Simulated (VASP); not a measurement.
**Ti3H: single point with PBE**

Ti3H, a slab with vacuum:

```xyz
8
Lattice="4.6037 0.0000 0.0000 -2.3019 3.9870 0.0000 0.0000 0.0000 22.4968" Properties=species:S:1:pos:R:3 pbc="T T T"
Ti    2.3019    1.3290    4.0000
Ti    0.0000    2.6580    4.9397
Ti    0.0000    0.0000    5.8795
Ti    2.3019    1.3290    6.7051
Ti    0.0000    2.6580    7.4342
Ti    0.0000    0.0000    8.4968
H    -0.2815    2.8205   10.2268
H     0.2815    2.4955   10.2268
```

```yaml
Program: VASP 6.6.1
Task: single point
Functional: PBE
Potentials_or_basis: VASP PAW PBE potentials, release 64 (Ti_sv, H)
Cutoff: 520 eV
k_mesh: 6 × 6 × 1
Occupations: gaussian, width 0.1 eV
Spin: no spin polarisation
Dipole_correction: yes
Further_INCAR_settings: ALGO = Normal; EDIFF = 1e-06; NBANDS = 47
```

```json
{
  "Largest force": "5.409 eV/Å",
  "Band gap on the k mesh": "zero (bands 37 and 38 overlap by 0.26 eV)"
}
```

Forces in eV/Å, atoms in the order of the input:
```
Ti   0.005 -0.003  0.112
Ti  -0.005  0.003  0.451
Ti  -0.006  0.004 -0.386
Ti  -0.001  0.000  0.020
Ti  -0.001  0.000  0.145
Ti  -0.046  0.027 -0.541
H   -4.630  2.673  0.105
H    4.684 -2.704  0.094
```

Levels at points of the mesh, in eV from the Fermi level:
| k point | band 33 | band 34 | band 35 | band 36 | band 37 | band 38 | band 39 | band 40 | band 41 | band 42 |
| --- | --- | --- | --- | --- | --- | --- | --- | --- | --- | --- |
| (0.00, 0.00, 0.00) | -0.63 | -0.46 | -0.46 | -0.28 | -0.25 | -0.16 | 0.01 | 0.01 | 0.54 | 0.85 |
| (0.50, 0.00, 0.00) | -0.66 | -0.38 | -0.32 | -0.26 | -0.09 | 0.03 | 0.24 | 0.37 | 0.52 | 0.71 |
| (0.50, 0.50, 0.00) | -0.66 | -0.38 | -0.32 | -0.26 | -0.09 | 0.03 | 0.23 | 0.38 | 0.48 | 0.71 |

It took 6 min on 1 thread of AMD EPYC 9R45 96-Core Processor (Zen 5), with other jobs on the host, peak memory 0.53 GiB.
